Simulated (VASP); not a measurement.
Wanted: the native input for a VASP 6.6.1 run.

* Task: single point
* Functional: PBE
* Dispersion: D3(BJ)
* Potentials or basis: VASP PAW PBE potentials, release 64 (Be, H)
* Cutoff: 520 eV
* k mesh: 5 × 6 × 4
* Occupations: gaussian, width 0.05 eV
* Spin: no spin polarisation
* Dipole correction: no
* Further INCAR settings: LREAL = Auto; ALGO = Normal; EDIFF = 1e-07; NBANDS = 30

The structure of Be16H (a cell with a defect) lies in POSCAR:

```
Be16H
1.0
   -2.2900000000     -3.9663960000      0.0000000000
    3.4350000000     -1.9831980000      0.0000000000
    0.0000000000      0.0000000000      7.1768600000
Be H
16 1
Direct
    0.7479423242      0.5067015786     -0.0014496590
    0.4897101759      0.3482463764      0.2388160003
    0.7660174992      0.5322046792      0.5043137249
    0.4960243492      0.3412695079      0.7527339254
    0.4951068869      0.0051134704      0.0000533660
    0.2450815762      0.8376503085      0.2485038025
    0.4884966468     -0.0257841860      0.5049900653
    0.2449049322      0.8399928078      0.7499892711
    0.2427477467      0.5114533741     -0.0049783610
    0.0060131402      0.3418466058      0.2441541287
    0.2349481711      0.5089570049      0.4983967919
   -0.0016313272      0.3418481108      0.7486181979
   -0.0028956099      0.0089316021     -0.0017550851
    0.7530051044      0.8359122821      0.2456356958
    0.0058831422      0.0152143801      0.4995394922
    0.7479570792      0.8442430019      0.7510433532
    0.6213711778      0.2555583689      0.4143632452
```

The input as run:

INCAR

```
PREC = Accurate
ENCUT = 520
EDIFF = 1E-7
ISMEAR = 0
SIGMA = 0.05
LREAL = Auto
LASPH = True
NELM = 60
ALGO = Normal
ISIF = 2
LWAVE = False
LCHARG = False
GGA = PE
IVDW = 12
NBANDS = 30
```

KPOINTS

```
Automatic mesh
0
Gamma
  5 6 4
```

Potentials or basis: VASP PAW PBE potentials, release 64 (Be, H).

Launch:

```sh
$ cat potpaw_PBE.64/Be/POTCAR potpaw_PBE.64/H/POTCAR > POTCAR
$ mpirun -np 1 vasp_std > vasp.out
```

Results of the run:

- Pressure: -6.2 GPa
- Largest force: 0.009 eV/Å
- Band gap on the k mesh: zero (an odd number of electrons rules out a gap without spin polarisation)
- Dispersion energy per atom: -0.336 eV

Run time: 2.9 min on 1 thread of Intel(R) Xeon(R) 6975P-C (Granite Rapids), with other jobs on the host, peak memory 0.31 GiB.
